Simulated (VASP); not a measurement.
A run of VASP 6.6.1 is set up as follows.

The input INCAR:

```
SYSTEM = MoPdRu2
  ALGO = Normal
  EDIFF = 1E-6
  ENCUT = 500
  GGA = CA
  GGA_COMPAT = .False.
  ISIF = 2
  ISMEAR = -1
  LASPH = .True.
  LCHARG = .True.
  LELF = .True.
  LREAL = .False.
  LVHAR = .True.
  LWAVE = .False.
  NBANDS = 34
  NELM = 120
  PREC = Accurate
  SIGMA = 0.1
```

File KPOINTS:

```
k-points
0
Gamma
  10 10 3
  0 0 0
```

Contents of POSCAR:

```
MoPdRu2
1.0
    2.7734346100      0.0000000000      0.0000000000
   -1.3867173000      2.4018648200      0.0000000000
    0.0000000000      0.0000000000      8.8946600000
Mo Ru Pd
1 2 1
Direct
    0.0000000000      0.0000000000      0.0000000000
    0.6666666701      0.3333333306      0.2421509996
    0.6666666701      0.3333333306      0.7578490004
    0.0000000000      0.0000000000      0.5000000000
```

Potentials or basis: VASP PAW LDA potentials, release 64 (Mo_sv, Ru_pv, Pd).

The run is started by

```console
$ cat potpaw_LDA.64/Mo_sv/POTCAR potpaw_LDA.64/Ru_pv/POTCAR potpaw_LDA.64/Pd/POTCAR > POTCAR
$ mpirun -np 1 vasp_std > vasp.out
```

(1) Estimate the largest force.

(2) Predict the band gap on the k mesh.

Answers

(1) 0.074 eV/Å.

(2) zero (bands 26 and 27 overlap by 2.66 eV).

Caveat: the cell stands under tension.
